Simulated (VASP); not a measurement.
Here is a VASP 6.6.1 calculation.

The input INCAR:

```
SYSTEM = Ir4Pt3
  ALGO = Normal
  EDIFF = 1E-6
  ENCUT = 500
  GGA = PE
  GGA_COMPAT = .False.
  ISIF = 2
  ISMEAR = 0
  LASPH = .True.
  LCHARG = .True.
  LELF = .True.
  LREAL = .False.
  LVHAR = .True.
  LWAVE = .False.
  NBANDS = 42
  NELM = 120
  PREC = Accurate
  SIGMA = 0.1
```

File KPOINTS:

```
k-points
0
Gamma
  4 4 4
  0 0 0
```

Contents of POSCAR:

```
Ir4Pt3
1.0
   -3.0784980927      3.0784980927      3.0784980927
    3.0784980927     -3.0784980927      3.0784980927
    3.0784980927      3.0784980927     -3.0784980927
Ir Pt
4 3
Direct
    0.5000000000      0.5000000000      0.5000000000
    0.0000000000      0.0000000000      0.5000000000
    0.0000000000      0.5000000000      0.0000000000
    0.5000000000      0.0000000000      0.0000000000
    0.0000000000      0.5000000000      0.5000000000
    0.5000000000      0.0000000000      0.5000000000
    0.5000000000      0.5000000000      0.0000000000
```

Potentials or basis: VASP PAW PBE potentials, release 64 (Ir, Pt).

Command:

```sh
$ cat potpaw_PBE.64/Ir/POTCAR potpaw_PBE.64/Pt/POTCAR > POTCAR
$ mpirun -np 1 vasp_std > vasp.out
```

Question: Predict the band gap on the k mesh.

Answer: Zero (band 33 reaches 8.76 eV, above the bottom of band 34 at 7.90 eV).

Question: Predict the pressure.

Answer: -0.4 GPa.

Caveat: the k points lie up to 0.36 Å⁻¹ apart; spin-orbit coupling is left out, which moves the levels of the heavy elements.
